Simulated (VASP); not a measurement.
Wanted: the native input for a VASP 6.6.1 run.

* Task: single point
* Functional: PBE
* Potentials or basis: VASP PAW PBE potentials, release 64 (Ta_pv, N)
* Cutoff: 520 eV
* k mesh: 18 × 18 × 10
* Occupations: gaussian, width 0.15 eV
* Spin: no spin polarisation
* Dipole correction: no
* Further INCAR settings: ALGO = Normal; EDIFF = 1e-07; NBANDS = 20

The structure of Ta2N lies in POSCAR:

```
Ta2N
1.0
    3.1011400556      0.0000000000      0.0000000000
   -1.5505700278      2.6856660688      0.0000000000
    0.0000000000      0.0000000000      4.8818900623
Ta N
2 1
Direct
    0.6666666667      0.3333333333      0.7447861095
    0.3333333333      0.6666666667      0.2549760451
    0.0000000000      0.0000000000      0.0030725805
```

This cell differs from its parent crystal: atoms displaced along a vibrational mode.

The input as run:

INCAR

```
PREC = Accurate
ENCUT = 520
EDIFF = 1E-7
ISMEAR = 0
SIGMA = 0.15
LREAL = F
LASPH = T
NELM = 60
ALGO = Normal
ISIF = 2
LWAVE = F
LCHARG = F
GGA = PE
NBANDS = 20
```

KPOINTS

```
Automatic mesh
0
Gamma
  18 18 10
```

Potentials or basis: VASP PAW PBE potentials, release 64 (Ta_pv, N).

Run with:

```console
$ cat potpaw_PBE.64/Ta_pv/POTCAR potpaw_PBE.64/N/POTCAR > POTCAR
$ mpirun -np 1 vasp_std > vasp.out
```

Results of the run:

The pressure is 0.5 GPa, the largest force is 0.234 eV/Å and the band gap on the k mesh is zero (an odd number of electrons rules out a gap without spin polarisation).

Caveat: the cell differs from its parent crystal (atoms displaced along a vibrational mode); spin-orbit coupling is left out, which moves the levels of the heavy elements.

Run time: 110 s on 1 thread of AMD EPYC 9R45 96-Core Processor (Zen 5) (shared host), peak memory 0.32 GiB.
